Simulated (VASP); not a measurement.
# PbS (Fm-3m) in VASP: a series of runs, part 2 of 2

VASP 6.6.1. The steps go on from the part before.

**3. Electric field gradients, LDA (volume scaled by 1.06)**

The input, INCAR:

```
PREC = Accurate
ENCUT = 520
EDIFF = 1E-8
ISMEAR = -1
SIGMA = 0.01
LREAL = False
LASPH = True
NELM = 100
ALGO = Normal
ISIF = 2
LWAVE = False
LCHARG = False
GGA = CA
LEFG = True
NBANDS = 17
```

The input, KPOINTS:

```
regular mesh
0
Gamma
  7 7 7
```

The input, POSCAR:

```
PbS
1.0
    0.0000000000      3.0231520185      3.0231520185
    3.0231520185      0.0000000000      3.0231520185
    3.0231520185      3.0231520185      0.0000000000
Pb S
1 1
Direct
    0.0000000000      0.0000000000      0.0000000000
    0.5000000000      0.5000000000      0.5000000000
```

Potentials or basis: VASP PAW LDA potentials, release 64 (Pb_d, S).

Command:

```sh
$ cat potpaw_LDA.64/Pb_d/POTCAR potpaw_LDA.64/S/POTCAR > POTCAR
$ mpirun -np 1 vasp_std > vasp.out
```

OUTCAR:

```text
PREC = Accurate
   ENCUT = 520
   EDIFF = 1E-8
   ISMEAR = -1
   LREAL = False
   LASPH = True
   NELM = 100
   ISIF = 2
   GGA = CA

 ion  position               nearest neighbor table
   1  0.000  0.000  0.000-   2 3.02   2 3.02   2 3.02   2 3.02   2 3.02   2 3.02
   2  0.500  0.500  0.500-   1 3.02   1 3.02   1 3.02   1 3.02   1 3.02   1 3.02

  LATTYP: Found a face centered cubic cell.
 ALAT       =     6.0463040370

  Lattice vectors:

 A1 = (   0.0000000000,   3.0231520185,   3.0231520185)
 A2 = (   3.0231520185,   0.0000000000,   3.0231520185)
 A3 = (   3.0231520185,   3.0231520185,   0.0000000000)

Analysis of symmetry for initial positions (statically):
=====================================================================
 Subroutine PRICEL returns:
 Original cell was already a primitive cell.

 Routine SETGRP: Setting up the symmetry group for a
 face centered cubic supercell.

 Subroutine GETGRP returns: Found 48 space group operations
 (whereof 48 operations were pure point group operations)
 out of a pool of 48 trial point group operations.

The static configuration has the point symmetry O_h .

Analysis of symmetry for dynamics (positions and initial velocities):
=====================================================================
 Subroutine PRICEL returns:
 Original cell was already a primitive cell.

 Routine SETGRP: Setting up the symmetry group for a
 face centered cubic supercell.

 Subroutine GETGRP returns: Found 48 space group operations
 (whereof 48 operations were pure point group operations)
 out of a pool of 48 trial point group operations.

The dynamic configuration has the point symmetry O_h .

 Subroutine INISYM returns: Found 48 space group operations
 (whereof 48 operations are pure point group operations),
 and found     1 'primitive' translations

----------------------------------------------------------------------------------------

                                     Primitive cell

  volume of cell :      55.2599

  direct lattice vectors                    reciprocal lattice vectors
     0.000000000  3.023152018  3.023152018    -0.165390294  0.165390294  0.165390294
     3.023152018  0.000000000  3.023152018     0.165390294 -0.165390294  0.165390294
     3.023152018  3.023152018  0.000000000     0.165390294  0.165390294 -0.165390294

  length of vectors
     4.275382586  4.275382586  4.275382586     0.286464392  0.286464392  0.286464392

  position of ions in fractional coordinates (direct lattice)
     0.000000000  0.000000000  0.000000000
     0.500000000  0.500000000  0.500000000

  ion indices of the primitive-cell ions
   primitive index   ion index
                 1           1
                 2           2

----------------------------------------------------------------------------------------

 KPOINTS: regular mesh

[... 65 lines left out ...]
   NSW    =      0    number of steps for IOM
   IBRION =     -1    ionic relax: 0-MD 1-quasi-New 2-CG
   NFREE  =      0    steps in history (QN), initial steepest desc. (CG)
   ISIF   =      2    stress and relaxation
   ISYM   =      2    0-nonsym 1-usesym 2-fastsym
   POTIM  = 0.5000    time-step for ionic-motion
   TEBEG  =    0.0;   TEEND  =   0.0 temperature during run
   PSTRESS=    0.0 pullay stress
   NELECT =      20.0000    total number of electrons
   NUPDOWN=      -1.0000    fix difference up-down
   EMIN   =  10.00;   EMAX   =-10.00  energy-range for DOS
   EFERMI =   0.00;   METHOD = LEGACY
   ISMEAR =    -1;   SIGMA  =   0.01  broadening in eV -4-tet -1-fermi 0-gaus
   EFERMI_NEDOS =   21; number of points for ismear=-14 and -15
   IALGO  =     38    algorithm
   IMIX   =      4    mixing-type and parameters
     AMIX     =   0.40;   BMIX     =  1.00
     AMIX_MAG =   1.60;   BMIX_MAG =  1.00
  volume/ion in A,a.u.               =      27.63       186.46
  Fermi-wavevector in a.u.,A,eV,Ry     =   1.166670  2.204687 18.519159  1.361120
  Thomas-Fermi vector in A             =   2.303181
   LORBIT       =      0    0 simple, 1 ext, 2 COOP (PROOUT), +10 PAW based schemes
   GGA     = CA    functional components
   LHFCALC =     F    Hartree Fock is set to
   AEXX    =    0.0000 exact exchange contribution
   IVDW    =     0    specifies the selected vdW correction
   LEPSILON=     F    determine dielectric tensor
   LRPA    =     F    only Hartree local field effects (RPA)
 non-spin polarized calculation
  energy-cutoff  :      520.00
  volume of cell :       55.26
 maximum number of plane-waves:      1498
   NGX = 15   NGY = 15   NGZ = 15

 number of electron      20.0000006 magnetization

 Free energy of the ion-electron system (eV)
  ---------------------------------------------------
  ext. energy  EPLUGINS =         0.00000000
  ---------------------------------------------------
  free energy    TOTEN  =        -9.90837332 eV

  energy without entropy =       -9.90837332  energy(sigma->0) =       -9.90837332

 E-fermi :   4.8218     XC(G=0):  -9.7698

 val. band max:        4.5716959283   @ k =   0.4286   0.0000   0.0000
 cond. band min:       5.5023066717   @ k =   0.4286   0.0000   0.0000
 fundamental gap:      0.9306107433
 Fermi energy:         4.8217533106

 k-point     1 :       0.0000    0.0000    0.0000
  band No.  band energies     occupation
      1     -11.8327      2.00000
      2     -11.8327      2.00000
      3     -11.8327      2.00000
      4     -11.8221      2.00000
      5     -11.8221      2.00000
      6      -8.2153      2.00000
[... 377 lines left out ...]
      4     -11.8108      2.00000
      5     -11.7853      2.00000
      6      -6.7074      2.00000
[... 9 lines left out ...]
     16      16.5232      0.00000
     17      16.9319      0.00000

------------------------ aborting loop because EDIFF is reached ----------------------------------------

  FORCE on cell =-STRESS in cart. coord.  units (eV):
  Direction    XX          YY          ZZ          XY          YZ          ZX
  --------------------------------------------------------------------------------------
  -------------------------------------------------------------------------------------
  Total       -1.8261875     -1.8261875     -1.8261875      0.0000000      0.0000000      0.0000000
  in kB      -52.9475655    -52.9475655    -52.9475655      0.0000000      0.0000000      0.0000000
  external PRESSURE =     -52.9475655 kB  Pullay stress =       0.0000000 kB

 VOLUME and BASIS-vectors are now :
 -----------------------------------------------------------------------------
  energy-cutoff  :      520.00
  volume of cell :       55.26
      direct lattice vectors                 reciprocal lattice vectors
     0.000000000  3.023152018  3.023152018    -0.165390294  0.165390294  0.165390294
     3.023152018  0.000000000  3.023152018     0.165390294 -0.165390294  0.165390294
     3.023152018  3.023152018  0.000000000     0.165390294  0.165390294 -0.165390294

 POSITION                                       TOTAL-FORCE (eV/Angst)
 -----------------------------------------------------------------------------------
      0.00000      0.00000      0.00000         0.000000     -0.000000      0.000000
      3.02315      3.02315      3.02315         0.000000      0.000000      0.000000
 -----------------------------------------------------------------------------------
    total drift:                                0.000000     -0.000000     -0.000000

  FREE ENERGIE OF THE ION-ELECTRON SYSTEM (eV)
  ---------------------------------------------------
  free  energy   TOTEN  =        -9.9083733230 eV

  energy  without entropy=       -9.9083733230  energy(sigma->0) =       -9.90837332

 Electric field gradients (V/A^2)
---------------------------------------------------------------------
 ion       V_xx      V_yy      V_zz      V_xy      V_xz      V_yz
---------------------------------------------------------------------
   1       0.000    -0.000    -0.000    -0.001    -0.001    -0.001
   2      -0.000     0.000    -0.000    -0.000    -0.000    -0.000
---------------------------------------------------------------------

 Electric field gradients after diagonalization (V/A^2)
 (convention: |V_zz| > |V_xx| > |V_yy|)
----------------------------------------------------------------------
 ion       V_xx      V_yy      V_zz     asymmetry (V_yy - V_xx)/ V_zz
----------------------------------------------------------------------
   1       0.001     0.001    -0.001       0.000
   2       0.000     0.000    -0.001       0.000
----------------------------------------------------------------------

           NMR quadrupolar parameters

 Cq : quadrupolar parameter    Cq=e*Q*V_zz/h
 eta: asymmetry parameters     (V_yy - V_xx)/ V_zz
 Q  : nuclear electric quadrupole moment in mb (millibarn)
----------------------------------------------------------------------
 ion       Cq(MHz)       eta       Q (mb)
----------------------------------------------------------------------
   1      -0.000       0.000       1.000
   2      -0.000       0.000       1.000
----------------------------------------------------------------------
```

OSZICAR:

```text
N       E                     dE             d eps       ncg     rms          rms(c)
DAV:   1     0.158757715382E+03    0.15876E+03   -0.98007E+03   680   0.120E+03
DAV:   2     0.167351600059E+01   -0.15708E+03   -0.15070E+03   730   0.305E+02
DAV:   3    -0.101027132317E+02   -0.11776E+02   -0.11710E+02   855   0.897E+01
DAV:   4    -0.103970465141E+02   -0.29433E+00   -0.29414E+00   877   0.163E+01
DAV:   5    -0.104094314498E+02   -0.12385E-01   -0.12384E-01   990   0.308E+00    0.409E+00
DAV:   6    -0.991952638222E+01    0.48991E+00   -0.15167E+00  1080   0.783E+00    0.287E+00
DAV:   7    -0.991320628531E+01    0.63201E-02   -0.10997E-01   829   0.159E+00    0.165E+00
DAV:   8    -0.990885813834E+01    0.43481E-02   -0.14480E-02   804   0.109E+00    0.308E-01
DAV:   9    -0.990835121888E+01    0.50692E-03   -0.33461E-03   999   0.397E-01    0.896E-02
DAV:  10    -0.990837860591E+01   -0.27387E-04   -0.19658E-04   761   0.779E-02    0.731E-02
DAV:  11    -0.990837345488E+01    0.51510E-05   -0.19547E-05   931   0.428E-02    0.553E-03
DAV:  12    -0.990837332932E+01    0.12555E-06   -0.97161E-07   950   0.130E-02    0.233E-03
DAV:  13    -0.990837332172E+01    0.76018E-08   -0.12102E-07   842   0.223E-03    0.729E-04
DAV:  14    -0.990837332301E+01   -0.12935E-08   -0.10175E-08   683   0.876E-04
   1 F= -.99083733E+01 E0= -.99083733E+01  d E =-.167510E-12
```

stdout:

```text
POSCAR found type information on POSCAR PbS
 POSCAR found :  2 types and       2 ions
 scaLAPACK will be used
 LDA part: xc-table for (Slater(with rela. corr.)+CA(PZ))
 , standard interpolation
 POSCAR, INCAR and KPOINTS ok, starting setup
 FFT: planning ... GRIDC
 FFT: planning ... GRID_SOFT
 FFT: planning ... GRID
 WAVECAR not read
 entering main loop
ion   1

ion   2
```

Run time: 35 s. Hardware: 1 thread of Intel Xeon 8259CL, shared host; peak memory 0.16 GiB.

Results:

* Free energy: -9.9084 eV
* Pressure: -5.3 GPa

Caveat: this odd mesh misses L, where the gap lies, so gap, dielectric constants and Born charges aren't listed; without QUAD_EFG the Cq values of the log hold for a quadrupole moment of 1 mb, not for the nuclei; spin-orbit coupling is left out, which moves the levels of the heavy elements.
